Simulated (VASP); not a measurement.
Runs of VASP 6.6.1 on La3Tl. The structure is that of space group Pm-3m (No. 221), or close to it. The cells are those of the table. 

| task | cell | gap on the mesh (eV) | pressure (GPa) |
| --- | --- | --- | --- |
| single point | a = 5.026 Å, 4 atoms | none | -2.9 |
| single point | a = 5.077 Å, 4 atoms | none | -4.0 |
| electric field gradients | a = 5.009, b = 5.009, c = 5.060 Å, 4 atoms | none | -2.9 |
| electric field gradients | a = 5.060 Å, angles 89.4°, 4 atoms | none | -3.6 |
| single point | a = 4.957 Å, 4 atoms | none | -1.3 |
| single point | a = 5.127 Å, 4 atoms | none | (a) |
| electric field gradients | a = 5.060 Å, 4 atoms | none | -3.6 |
| electric field gradients | a = 4.957 Å, 4 atoms | none | -1.3 |

Alike in all rows: level LDA; potentials or basis VASP PAW LDA potentials, release 64 (La, Tl_d); no spin polarisation; k mesh 8 × 8 × 8; cutoff (eV) 520; smearing fermi-dirac 0.08 eV.

Fill in the values left out.

(a) -4.8.

Caveats: spin-orbit coupling is left out, which moves the levels of the heavy elements; the cell stands under tension (at least some runs).

A k mesh can miss the band edges, and the runs leave out spin-orbit coupling on La, Tl.

A gap of «none» marks levels without a gap at the run's occupations.
